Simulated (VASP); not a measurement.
Input of a VASP 6.6.1 run:

The input INCAR:

```
SYSTEM = ZrB2
PREC = Accurate
ENCUT = 520
EDIFF = 1E-6
ISMEAR = 0
SIGMA = 0.15
LREAL = .False.
LASPH = .True.
NELM = 80
ALGO = Normal
ISIF = 2
LWAVE = .False.
LCHARG = .False.
GGA = PS
NBANDS = 16
```

Contents of KPOINTS:

```
Automatic mesh
0
Gamma
  15 15 12
  0 0 0
```

Contents of POSCAR:

```
ZrB2
1.0
    3.0602000000      0.0000000000      0.0000000000
   -1.5301000000      2.6502109406      0.0000000000
    0.0000000000      0.0000000000      3.3899000000
Zr B
1 2
Direct
    0.0000000000      0.0000000000      0.0000000000
    0.3333333333      0.6666666667      0.5000000000
    0.6666666667      0.3333333333      0.5000000000
```

Potentials or basis: VASP PAW PBE potentials, release 64 (Zr_sv, B).

The run is started by

```sh
$ cat potpaw_PBE.64/Zr_sv/POTCAR potpaw_PBE.64/B/POTCAR > POTCAR
$ mpirun -np 1 vasp_std > vasp.out
```

(1) Estimate the band gap on the k mesh.

(2) Predict the pressure.

Answers

(1) zero (band 9 reaches 12.49 eV, above the bottom of band 10 at 11.41 eV).

(2) 29.0 GPa.

Caveat: the PAW data sets were made with another functional, which shifts forces and pressure a little.
